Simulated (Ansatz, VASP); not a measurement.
# Os: VASP beside Ansatz

The input INCAR:

```
SYSTEM = Os
PREC = Accurate
ENCUT = 520
EDIFF = 1E-6
ISMEAR = 0
SIGMA = 0.15
LREAL = .False.
LASPH = .True.
NELM = 60
ALGO = Normal
ISIF = 2
LWAVE = .False.
LCHARG = .True.
GGA = CA
LELF = .True.
LVHAR = .True.
NBANDS = 15
```

Contents of KPOINTS:

```
Automatic mesh
0
Gamma
  21 21 12
  0 0 0
```

POSCAR

```
Os
1.0
    2.7340999755      0.0000000000      0.0000000000
   -1.3670499878      2.3678000353      0.0000000000
    0.0000000000      0.0000000000      4.1469120000
Os
2
Direct
    0.3333333333      0.6666666667      0.2500000000
    0.6666666667      0.3333333333      0.7500000000
```

Input for Ansatz:

```yaml
crystal:
  lattice:
    - [2.7340999755, 0.0, 0.0]
    - [-1.3670499878, 2.3678000353, 0.0]
    - [0.0, 0.0, 4.146912]
  atoms:
    - { symbol: Os, position: [0.3333333333, 0.6666666667, 0.25] }
    - { symbol: Os, position: [0.6666666667, 0.3333333333, 0.75] }
basis:
  ecutwfc: 420
kpoints:
  mp_grid: { grid: [21, 21, 12] }
hamiltonian:
  xc: lda
scf:
  occupations: { method: gaussian, width: 0.15 }
output:
  forces: true
  stress: true
  eigenvalues: true
```

Change from the starting cell: strain +0.000 along x and y, -0.040 along z, atoms carried along.

Alike in both runs: task single point; functional LDA; k mesh 21 × 21 × 12; occupations gaussian, width 0.15 eV; no spin polarisation.

```csv
,VASP,Ansatz
version,VASP 6.6.1,Ansatz 0.2.0
potentials or method,"VASP PAW LDA potentials, release 64 (Os), cutoff 520 eV","scalar-relativistic, plane waves, PAW"
valence electrons in the cell,16,32
```

Ansatz gave:

* gap on the k mesh at the Fermi level (eV): none
* pressure (GPa): 11.4
* traceless stress, the component that is largest in VASP (GPa): 17.85

Problem. Estimate VASP's values.

Solution. gap on the k mesh at the Fermi level (eV): none; pressure (GPa): 12.6; traceless stress, the component that is largest in VASP (GPa): 17.60.

LDA's correlation is that of Perdew and Zunger in VASP and of Perdew and Wang (1992) in Ansatz. A gap of «none» marks a metal or a gap that the smearing closes. VASP's potentials hold 16 valence electrons a cell and Ansatz's 32, so a difference there can come from the potentials and not from the codes.

Neither program's run includes spin-orbit coupling.
